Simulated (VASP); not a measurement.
# TiCo (Pm-3m) in VASP: a series of runs, part 2 of 2

VASP 6.6.1.

## 3. Single point, PBE, collinear spin, ferromagnetic start (volume scaled by 1.10)

The input, INCAR:

```
PREC = Accurate
ENCUT = 520
EDIFF = 1E-6
ISMEAR = 0
SIGMA = 0.1
LREAL = False
LASPH = True
NELM = 150
ALGO = Normal
ISIF = 2
LWAVE = False
LCHARG = False
ISPIN = 2
MAGMOM = 0 1.07
LORBIT = 11
LMAXMIX = 4
GGA = PE
NBANDS = 22
```

The input, KPOINTS:

```
regular mesh
0
Gamma
  18 18 18
```

The input, POSCAR:

```
TiCo
1.0
    3.0814567095      0.0000000000      0.0000000000
    0.0000000000      3.0814567095      0.0000000000
    0.0000000000      0.0000000000      3.0814567095
Ti Co
1 1
Direct
    0.0000000000      0.0000000000      0.0000000000
    0.5000000000      0.5000000000      0.5000000000
```

Potentials or basis: VASP PAW PBE potentials, release 64 (Ti_sv, Co).

Launch:

```bash
cat potpaw_PBE.64/Ti_sv/POTCAR potpaw_PBE.64/Co/POTCAR > POTCAR
mpirun -np 1 vasp_std > vasp.out
```

OUTCAR:

```text
PREC = Accurate
   ENCUT = 520
   EDIFF = 1E-6
   ISMEAR = 0
   LREAL = False
   LASPH = True
   NELM = 150
   ISIF = 2
   ISPIN = 2
   LORBIT = 11
   GGA = PE

 ion  position               nearest neighbor table
   1  0.000  0.000  0.000-   2 2.67   2 2.67   2 2.67   2 2.67   2 2.67   2 2.67   2 2.67   2 2.67

   2  0.500  0.500  0.500-   1 2.67   1 2.67   1 2.67   1 2.67   1 2.67   1 2.67   1 2.67   1 2.67

  LATTYP: Found a simple cubic cell.
 ALAT       =     3.0814567095

  Lattice vectors:

 A1 = (   3.0814567095,   0.0000000000,   0.0000000000)
 A2 = (   0.0000000000,   3.0814567095,   0.0000000000)
 A3 = (   0.0000000000,   0.0000000000,   3.0814567095)

Analysis of symmetry for initial positions (statically):
=====================================================================
 Subroutine PRICEL returns:
 Original cell was already a primitive cell.

 Routine SETGRP: Setting up the symmetry group for a
 simple cubic supercell.

 Subroutine GETGRP returns: Found 48 space group operations
 (whereof 48 operations were pure point group operations)
 out of a pool of 48 trial point group operations.
[... 792 lines left out ...]
  band No.  band energies     occupation
      1     -48.6047      1.00000
      2     -24.7201      1.00000
      3     -24.7201      1.00000
      4     -24.7201      1.00000
      5       1.4326      1.00000
      6       5.7362      1.00000
[... 589 lines left out ...]
     21      25.7925      0.00000
     22      26.5589      0.00000

 [... further k-points ...]
[... 5 lines left out ...]
  --------------------------------------------------------------------------------------
  -------------------------------------------------------------------------------------
  Total       -2.4232786     -2.4232786     -2.4232786      0.0000000      0.0000000      0.0000000
  in kB     -132.6923012   -132.6923012   -132.6923012      0.0000000      0.0000000      0.0000000
  external PRESSURE =    -132.6923012 kB  Pullay stress =       0.0000000 kB

 VOLUME and BASIS-vectors are now :
 -----------------------------------------------------------------------------
  energy-cutoff  :      520.00
  volume of cell :       29.26
      direct lattice vectors                 reciprocal lattice vectors
     3.081456709  0.000000000  0.000000000     0.324521840  0.000000000  0.000000000
     0.000000000  3.081456709  0.000000000     0.000000000  0.324521840  0.000000000
     0.000000000  0.000000000  3.081456709     0.000000000  0.000000000  0.324521840

 POSITION                                       TOTAL-FORCE (eV/Angst)
 -----------------------------------------------------------------------------------
      0.00000      0.00000      0.00000         0.000000      0.000000      0.000000
      1.54073      1.54073      1.54073         0.000000      0.000000      0.000000
 -----------------------------------------------------------------------------------
    total drift:                                0.000000      0.000000     -0.000000

  FREE ENERGIE OF THE ION-ELECTRON SYSTEM (eV)
  ---------------------------------------------------
  free  energy   TOTEN  =       -15.5583133020 eV

  energy  without entropy=      -15.5493663093  energy(sigma->0) =      -15.55383981

 total charge

# of ion       s       p       d       tot
------------------------------------------
    1        2.227   6.150   1.787  10.164
    2        0.491   0.407   7.243   8.140
--------------------------------------------------
tot          2.718   6.557   9.030  18.304

 magnetization (x)

# of ion       s       p       d       tot
------------------------------------------
    1       -0.004  -0.017  -0.091  -0.111
    2        0.029  -0.009   1.084   1.103
--------------------------------------------------
tot          0.025  -0.026   0.993   0.992
```

stdout:

```text
POSCAR found type information on POSCAR TiCo
 POSCAR found :  2 types and       2 ions
 scaLAPACK will be used
 LDA part: xc-table for (Slater+PW92), standard interpolation
 POSCAR, INCAR and KPOINTS ok, starting setup
 FFT: planning ... GRIDC
 FFT: planning ... GRID_SOFT
 FFT: planning ... GRID
 WAVECAR not read
 entering main loop
```

It took 82 s on 1 thread of Intel Xeon 6975P-C (Granite Rapids), shared host; peak memory 0.33 GiB.

What came out:

```
Free energy                                           : -15.5583 eV
Pressure                                              : -13.3 GPa
Net moment                                            : 0.90 μB per cell
Site moments                                          : Ti -0.11; Co +1.10 μB
Valence electrons inside the program's atomic spheres : Ti 10.16; Co 8.14
```

Levels at points of the mesh, in eV from the Fermi level:
Spin up:
| k point | band 7 | band 8 | band 9 | band 10 | band 11 | band 12 | band 13 | band 14 | band 15 | band 16 |
| --- | --- | --- | --- | --- | --- | --- | --- | --- | --- | --- |
| (0.00, 0.00, 0.00) | -3.78 | -1.78 | -1.78 | -1.78 | 0.41 | 0.41 | 2.38 | 2.38 | 2.38 | 8.30 |
| (0.50, 0.00, 0.00) | -2.91 | -1.89 | -1.89 | -1.49 | -0.80 | -0.48 | 0.67 | 0.67 | 2.04 | 3.48 |
| (0.50, 0.50, 0.00) | -2.49 | -2.49 | -1.58 | -0.87 | 0.56 | 0.56 | 0.99 | 2.16 | 2.16 | 2.82 |
| (0.50, 0.50, 0.50) | -2.62 | -1.78 | -1.78 | -1.78 | -1.56 | -1.56 | 2.88 | 2.88 | 6.18 | 7.61 |
Spin down:
```tsv
k point	band 7	band 8	band 9	band 10	band 11	band 12	band 13	band 14
(0.00, 0.00, 0.00)	-3.00	-1.12	-1.12	-1.12	0.98	0.98	2.43	2.43
(0.50, 0.00, 0.00)	-1.46	-1.19	-1.19	-0.73	-0.68	0.60	0.60	0.62
(0.50, 0.50, 0.00)	-1.98	-1.98	0.16	0.37	0.48	0.48	1.12	2.32
(0.50, 0.50, 0.50)	-2.05	-1.84	-1.84	-1.84	0.19	0.19	2.73	2.73
```
